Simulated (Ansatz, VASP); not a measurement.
# One calculation of Cu, two programs

Contents of INCAR:

```
PREC = Accurate
ENCUT = 520
EDIFF = 1E-6
ISMEAR = 0
SIGMA = 0.15
LREAL = False
LASPH = True
NELM = 100
ALGO = Normal
ISIF = 2
LWAVE = False
LCHARG = False
GGA = PE
NBANDS = 12
```

The input KPOINTS:

```
Automatic mesh
0
Gamma
  24 24 24
```

The input POSCAR:

```
Cu
1.0
    0.0000000000      1.9873409645      1.3507956535
    1.9873409645      0.0000000000      1.3507956535
    1.9873409645      1.9873409645      0.0000000000
Cu
1
Direct
    0.0000000000      0.0000000000      0.0000000000
```

Input for Ansatz:

```yaml
crystal:
  lattice:
    - [0.0, 1.9873409645, 1.3507956535]
    - [1.9873409645, 0.0, 1.3507956535]
    - [1.9873409645, 1.9873409645, 0.0]
  atoms:
    - { symbol: Cu, position: [0.0, 0.0, 0.0] }
basis:
  ecutwfc: 520.0
kpoints:
  mp_grid: { grid: [24, 24, 24] }
hamiltonian:
  xc: pbe
  pseudopotentials: { kind: paw, azcp: { folder: soft_1 } }
scf:
  occupations: { method: gaussian, width: 0.15 }
output:
  forces: true
  stress: true
  eigenvalues: true
```

Alike in both runs: task single point; functional PBE; k mesh 24 × 24 × 24; occupations gaussian, width 0.15 eV; no spin polarisation.

|  | VASP | Ansatz |
| --- | --- | --- |
| version | VASP 6.6.1 | Ansatz 0.2.0 |
| potentials or method | VASP PAW PBE potentials, release 64 (Cu), cutoff 520 eV | scalar-relativistic, plane waves, PAW |
| valence electrons in the cell | 11 | 19 |

|  | VASP | Ansatz | Ansatz less VASP |
| --- | --- | --- | --- |
| gap on the k mesh at the Fermi level (eV) | none | none | - |
| pressure (GPa) | 22.5 | 21.9 | -0.66 |
| traceless stress, the component that is largest in VASP (GPa) | 0.10 | 0.10 | +0.004 |

A gap of «none» marks a metal or a gap that the smearing closes. VASP's potentials hold 11 valence electrons a cell and Ansatz's 19, so a difference there can come from the potentials and not from the codes.
